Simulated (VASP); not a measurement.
Input of a VASP 6.6.1 run:

INCAR

```
SYSTEM = CuO
PREC = Accurate
ENCUT = 820
EDIFF = 1E-6
ISMEAR = -1
SIGMA = 0.05
LREAL = .FALSE.
LASPH = .TRUE.
NELM = 120
ALGO = Normal
ISIF = 2
LWAVE = .FALSE.
LCHARG = .FALSE.
GGA = CA
NBANDS = 33
GGA_COMPAT = .FALSE.
```

File KPOINTS:

```
Automatic mesh
0
G
  9 9 5
  0 0 0
```

The input POSCAR:

```
CuO
1.0
    1.9909680000     -2.1535500000      0.0000000000
    1.9909680000      2.1535500000      0.0000000000
    0.0000000000      0.0000000000      5.1559280000
Cu O
2 2
Direct
    0.5000000000      0.0000000000      0.0000000000
    0.0000000000      0.5000000000      0.5000000000
    0.5000000000      0.5000000000      0.2500000000
    0.5000000000      0.5000000000      0.7500000000
```

Potentials or basis: VASP PAW LDA potentials, release 64 (Cu_sv_GW, O).

Launch:

```sh
$ cat potpaw_LDA.64/Cu_sv_GW/POTCAR potpaw_LDA.64/O/POTCAR > POTCAR
$ mpirun -np 1 vasp_std > vasp.out
```

(1) Predict the pressure.

(2) What does it give for the band gap on the k mesh?

Results:

(1) -12.5 GPa.

(2) zero (bands 25 and 26 overlap by 0.87 eV).

Caveat: the cell stands under tension; semilocal functionals often make such compounds metallic where correlation or magnetic order opens a gap, which also shifts bond lengths.
